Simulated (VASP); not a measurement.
# KZnF3 (Pm-3m) in VASP: settings compared

KZnF3 is run at these levels: PBE, LDA; tasks: single point.

Program: VASP 6.6.1. These are calculated values, not measurements. Logs are shortened: lines on timing, memory, paths and dates and some standing lists are left out, and cuts for length are marked.

### Step 1. The cell of the first run

It takes space group Pm-3m (No. 221, cubic). The conventional cell has a = 4.023 Å, b = 4.023 Å, c = 4.023 Å, α = 90.00°, β = 90.00°, γ = 90.00°. Zn (site symmetry m-3m) has 6 F at 2.01 Å within 2.7 Å. K (site symmetry m-3m) has 12 F at 2.84 Å and 8 Zn at 3.48 Å within 3.7 Å. F (site symmetry 4/mmm) has 2 Zn at 2.01 Å within 2.7 Å.

### Step 2. Single point, PBE

File INCAR:

```
  ALGO = Normal
  EDIFF = 1E-7
  ENCUT = 520
  GGA = PE
  ISIF = 2
  ISMEAR = -1
  LASPH = T
  LCHARG = F
  LREAL = F
  LWAVE = F
  NBANDS = 29
  NELM = 80
  PREC = Accurate
  SIGMA = 0.05
```

File KPOINTS:

```
k-points
0
Gamma
  7 7 7
```

File POSCAR:

```
KZnF3
1.0
    4.0228179729      0.0000000000      0.0000000000
    0.0000000000      4.0228179729      0.0000000000
    0.0000000000      0.0000000000      4.0228179729
Zn K F
1 1 3
Direct
    0.5000000000      0.5000000000      0.5000000000
    0.0000000000      0.0000000000      0.0000000000
    0.5000000000      0.0000000000      0.5000000000
    0.0000000000      0.5000000000      0.5000000000
    0.5000000000      0.5000000000      0.0000000000
```

Potentials or basis: VASP PAW PBE potentials, release 64 (Zn, K_sv, F).

The run is started by

```console
cat potpaw_PBE.64/Zn/POTCAR potpaw_PBE.64/K_sv/POTCAR potpaw_PBE.64/F/POTCAR > POTCAR
mpirun -np 1 vasp_std > vasp.out
```

OUTCAR:

```text
EDIFF = 1E-7
   ENCUT = 520
   GGA = PE
   ISIF = 2
   ISMEAR = -1
   LASPH = T
   LREAL = F
   NELM = 80
   PREC = Accurate

 ion  position               nearest neighbor table
   1  0.500  0.500  0.500-   3 2.01   4 2.01   5 2.01   5 2.01   3 2.01   4 2.01
   2  0.000  0.000  0.000-   3 2.84   4 2.84   5 2.84   3 2.84   4 2.84   4 2.84   5 2.84   4 2.84
                             3 2.84   5 2.84   3 2.84   5 2.84
   3  0.500  0.000  0.500-   1 2.01   1 2.01   2 2.84   2 2.84   2 2.84   2 2.84
   4  0.000  0.500  0.500-   1 2.01   1 2.01   2 2.84   2 2.84   2 2.84   2 2.84
   5  0.500  0.500  0.000-   1 2.01   1 2.01   2 2.84   2 2.84   2 2.84   2 2.84

  LATTYP: Found a simple cubic cell.
 ALAT       =     4.0228179729

  Lattice vectors:

 A1 = (   4.0228179729,   0.0000000000,   0.0000000000)
 A2 = (   0.0000000000,   4.0228179729,   0.0000000000)
 A3 = (   0.0000000000,   0.0000000000,   4.0228179729)

Analysis of symmetry for initial positions (statically):
=====================================================================
 Subroutine PRICEL returns:
 Original cell was already a primitive cell.

 Routine SETGRP: Setting up the symmetry group for a
 simple cubic supercell.

 Subroutine GETGRP returns: Found 48 space group operations
 (whereof 48 operations were pure point group operations)
 out of a pool of 48 trial point group operations.

The static configuration has the point symmetry O_h .

Analysis of symmetry for dynamics (positions and initial velocities):
=====================================================================
 Subroutine PRICEL returns:
 Original cell was already a primitive cell.

 Routine SETGRP: Setting up the symmetry group for a
 simple cubic supercell.

 Subroutine GETGRP returns: Found 48 space group operations
 (whereof 48 operations were pure point group operations)
 out of a pool of 48 trial point group operations.

The dynamic configuration has the point symmetry O_h .

 Subroutine INISYM returns: Found 48 space group operations
 (whereof 48 operations are pure point group operations),
 and found     1 'primitive' translations

----------------------------------------------------------------------------------------

                                     Primitive cell

  volume of cell :      65.1015

[... 88 lines left out ...]
   NELM   =     80;   NELMIN=  2; NELMDL= -5     # of ELM steps
   EDIFF  = 0.1E-06   stopping-criterion for ELM
   LREAL  =      F    real-space projection
   EDIFFG = 0.1E-05   stopping-criterion for IOM
   NSW    =      0    number of steps for IOM
   IBRION =     -1    ionic relax: 0-MD 1-quasi-New 2-CG
   NFREE  =      0    steps in history (QN), initial steepest desc. (CG)
   ISIF   =      2    stress and relaxation
   ISYM   =      2    0-nonsym 1-usesym 2-fastsym
   POTIM  = 0.5000    time-step for ionic-motion
   TEBEG  =    0.0;   TEEND  =   0.0 temperature during run
   PSTRESS=    0.0 pullay stress
   NELECT =      42.0000    total number of electrons
   NUPDOWN=      -1.0000    fix difference up-down
   EMIN   =  10.00;   EMAX   =-10.00  energy-range for DOS
   EFERMI =   0.00;   METHOD = LEGACY
   ISMEAR =    -1;   SIGMA  =   0.05  broadening in eV -4-tet -1-fermi 0-gaus
   EFERMI_NEDOS =   21; number of points for ismear=-14 and -15
   IALGO  =     38    algorithm
   IMIX   =      4    mixing-type and parameters
     AMIX     =   0.40;   BMIX     =  1.00
     AMIX_MAG =   1.60;   BMIX_MAG =  1.00
  volume/ion in A,a.u.               =      13.02        87.87
  Fermi-wavevector in a.u.,A,eV,Ry     =   1.414580  2.673169 27.225760  2.001037
  Thomas-Fermi vector in A             =   2.536108
   LORBIT       =      0    0 simple, 1 ext, 2 COOP (PROOUT), +10 PAW based schemes
   GGA     = PE    functional components
   LHFCALC =     F    Hartree Fock is set to
   AEXX    =    0.0000 exact exchange contribution
   IVDW    =     0    specifies the selected vdW correction
   LEPSILON=     F    determine dielectric tensor
   LRPA    =     F    only Hartree local field effects (RPA)
 non-spin polarized calculation
  energy-cutoff  :      520.00
  volume of cell :       65.10
 maximum number of plane-waves:      1775
 NGX is ok and might be reduce to    30
   NGX = 15   NGY = 15   NGZ = 15

 number of electron      41.9999992 magnetization

 Free energy of the ion-electron system (eV)
  ---------------------------------------------------
  ext. energy  EPLUGINS =         0.00000000
  ---------------------------------------------------
  free energy    TOTEN  =       -20.21324838 eV

  energy without entropy =      -20.21324838  energy(sigma->0) =      -20.21324838

 E-fermi :   0.4546     XC(G=0):  -9.9840

 val. band max:       -0.6579723250   @ k =   0.4286   0.4286   0.0000
 cond. band min:       3.3009681807   @ k =   0.0000   0.0000   0.0000
 fundamental gap:      3.9589405057
 Fermi energy:         0.4545921209

 k-point     1 :       0.0000    0.0000    0.0000
  band No.  band energies     occupation
      1     -27.7153      2.00000
      2     -22.3288      2.00000
      3     -21.6756      2.00000
      4     -21.6756      2.00000
      5     -11.2045      2.00000
      6     -11.2045      2.00000
[... 629 lines left out ...]
     28      11.5918      0.00000
     29      12.8900      0.00000

------------------------ aborting loop because EDIFF is reached ----------------------------------------

  FORCE on cell =-STRESS in cart. coord.  units (eV):
  Direction    XX          YY          ZZ          XY          YZ          ZX
  --------------------------------------------------------------------------------------
  -------------------------------------------------------------------------------------
  Total        2.7895277      2.7895277      2.7895277     -0.0000000      0.0000000     -0.0000000
  in kB       68.6515132     68.6515132     68.6515132     -0.0000000      0.0000000     -0.0000000
  external PRESSURE =      68.6515132 kB  Pullay stress =       0.0000000 kB

 VOLUME and BASIS-vectors are now :
 -----------------------------------------------------------------------------
  energy-cutoff  :      520.00
  volume of cell :       65.10
      direct lattice vectors                 reciprocal lattice vectors
     4.022817973  0.000000000  0.000000000     0.248581966  0.000000000  0.000000000
     0.000000000  4.022817973  0.000000000     0.000000000  0.248581966  0.000000000
     0.000000000  0.000000000  4.022817973     0.000000000  0.000000000  0.248581966

 POSITION                                       TOTAL-FORCE (eV/Angst)
 -----------------------------------------------------------------------------------
      2.01141      2.01141      2.01141         0.000000      0.000000      0.000000
      0.00000      0.00000      0.00000         0.000000      0.000000      0.000000
      2.01141      0.00000      2.01141         0.000000      0.000000      0.000000
      0.00000      2.01141      2.01141         0.000000      0.000000      0.000000
      2.01141      2.01141      0.00000         0.000000      0.000000      0.000000
 -----------------------------------------------------------------------------------
    total drift:                                0.000000      0.000000     -0.000000

  FREE ENERGIE OF THE ION-ELECTRON SYSTEM (eV)
  ---------------------------------------------------
  free  energy   TOTEN  =       -20.2132483805 eV

  energy  without entropy=      -20.2132483804  energy(sigma->0) =      -20.21324838
```

OSZICAR:

```text
N       E                     dE             d eps       ncg     rms          rms(c)
DAV:   1     0.440898969444E+03    0.44090E+03   -0.22063E+04  1160   0.175E+03
DAV:   2     0.175842565859E+02   -0.42331E+03   -0.40270E+03  1274   0.451E+02
DAV:   3    -0.214333974267E+02   -0.39018E+02   -0.38729E+02  1311   0.143E+02
DAV:   4    -0.224141959631E+02   -0.98080E+00   -0.97793E+00  1719   0.212E+01
DAV:   5    -0.224309233156E+02   -0.16727E-01   -0.16719E-01  1376   0.248E+00    0.118E+01
DAV:   6    -0.201828524460E+02    0.22481E+01   -0.63605E+00  1681   0.344E+01    0.731E+00
DAV:   7    -0.202355108277E+02   -0.52658E-01   -0.13060E+00  1270   0.721E+00    0.463E+00
DAV:   8    -0.202448385620E+02   -0.93277E-02   -0.41167E-01  1535   0.119E+01    0.146E+00
DAV:   9    -0.202137095536E+02    0.31129E-01   -0.78640E-02  1759   0.819E+00    0.402E-01
DAV:  10    -0.202132917233E+02    0.41783E-03   -0.41771E-02  1653   0.423E+00    0.224E-01
DAV:  11    -0.202133497710E+02   -0.58048E-04   -0.66886E-03  1392   0.831E-01    0.122E-01
DAV:  12    -0.202133533547E+02   -0.35838E-05   -0.42093E-04  1271   0.150E-01    0.824E-02
DAV:  13    -0.202132414517E+02    0.11190E-03   -0.53626E-04  1758   0.750E-01    0.103E-02
DAV:  14    -0.202132502998E+02   -0.88481E-05   -0.10098E-04  1305   0.648E-02    0.109E-02
DAV:  15    -0.202132492198E+02    0.10800E-05   -0.22910E-06  1725   0.421E-02    0.712E-03
DAV:  16    -0.202132484436E+02    0.77627E-06   -0.54570E-06  1610   0.214E-02    0.241E-03
DAV:  17    -0.202132483805E+02    0.63050E-07   -0.32066E-07  1195   0.868E-03
   1 F= -.20213248E+02 E0= -.20213248E+02  d E =-.103299E-09
```

stdout:

```text
POSCAR found type information on POSCAR ZnK F
 POSCAR found :  3 types and       5 ions
 scaLAPACK will be used
 LDA part: xc-table for (Slater+PW92), standard interpolation
 POSCAR, INCAR and KPOINTS ok, starting setup
 FFT: planning ... GRIDC
 FFT: planning ... GRID_SOFT
 FFT: planning ... GRID
 WAVECAR not read
 entering main loop
```

Wall time 58 s (1 thread of Intel Xeon 8259CL, shared host); peak memory 0.19 GiB.

Results:

```yaml
Free_energy: -20.2132 eV
Pressure: 6.9 GPa
Band_gap_on_the_k_mesh: 3.96 eV (least direct gap 5.82 eV)
```

Caveat: the cell stands under pressure; an odd mesh through Γ misses points on the zone boundary, where band edges can lie.

### Step 3. Single point, LDA

This run uses another cell than the first one, of 13.29 Å³/atom.

File INCAR:

```
ALGO     = Normal         # electronic algorithm
EDIFF    = 1E-7           # SCF threshold, eV
ENCUT    = 520            # plane-wave cutoff, eV
GGA      = CA             # functional
ISIF     = 2              # what is computed and relaxed
ISMEAR   = -1             # smearing method
LASPH    = T              # aspherical terms in the spheres
LCHARG   = F              # write CHGCAR
LREAL    = F              # projectors in reciprocal space
LWAVE    = F              # write WAVECAR
NBANDS   = 29             # bands
NELM     = 60             # most SCF steps
PREC     = Accurate       # precision mode
SIGMA    = 0.05           # smearing width, eV
```

KPOINTS is that of step 2.

Changes to POSCAR since step 2:

```diff
@@ -2,5 +2,5 @@
 1.0
-    4.0228179729      0.0000000000      0.0000000000
-    0.0000000000      4.0228179729      0.0000000000
-    0.0000000000      0.0000000000      4.0228179729
+    4.0500000000      0.0000000000      0.0000000000
+    0.0000000000      4.0500000000      0.0000000000
+    0.0000000000      0.0000000000      4.0500000000
 Zn K F
```

Potentials or basis: VASP PAW LDA potentials, release 64 (Zn, K_sv, F).

The run is started by

```console
cat potpaw_LDA.64/Zn/POTCAR potpaw_LDA.64/K_sv/POTCAR potpaw_LDA.64/F/POTCAR > POTCAR
mpirun -np 1 vasp_std > vasp.out
```

Wall time 64 s (1 thread of Intel Xeon 8259CL, shared host); peak memory 0.17 GiB.

Results (log left out):

| Item | Value |
| --- | --- |
| Free energy | -23.0644 eV |
| Pressure | -4.4 GPa |
| Band gap on the k mesh | 3.71 eV (least direct gap 5.39 eV) |

Levels at points of the mesh, in eV from the valence-band top:
```tsv
k point	band 18	band 19	band 20	band 21	band 22	band 23	band 24	band 25
(0.00, 0.00, 0.00)	-1.90	-1.69	-1.69	-1.69	3.71	8.59	8.59	9.17
```

Caveat: the cell stands under tension; an odd mesh through Γ misses points on the zone boundary, where band edges can lie.

(Continued in part 2 of 2.)
